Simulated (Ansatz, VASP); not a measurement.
**KI: VASP beside Ansatz**

```
K I
1.0
     0.00000    3.51989    3.51989
     3.51989    0.00000    3.51989
     3.51989    3.51989    0.00000
K I
1 1
Direct
  0.00000 0.00000 0.00000
  0.50000 0.50000 0.50000
```

Alike in both runs: functional revPBE; dispersion D3(BJ); k mesh 4 × 4 × 4; no spin polarisation.

Ansatz relaxed the structure, and its values are those at the end. VASP's run is a single point on that final structure, the one shown.

|  | VASP | Ansatz |
| --- | --- | --- |
| version | VASP 6.6.1 | Ansatz 0.2.0 |
| potentials or method | VASP PAW PBE potentials, release 64 (K_sv, I) | plane waves, PAW |
| plane-wave cutoff (eV) | 520 | 420 |
| occupations | gaussian, width 0.01 eV | fixed |
| valence electrons in the cell | 16 | 26 |

```tsv
	VASP	Ansatz	Ansatz less VASP
pressure (GPa)	0.0	0.0	-0.02
```

VASP's potentials were made for PBE, not for revPBE. VASP's potentials hold 16 valence electrons a cell and Ansatz's 26, so a difference there can come from the potentials and not from the codes.

Neither program's run includes spin-orbit coupling.
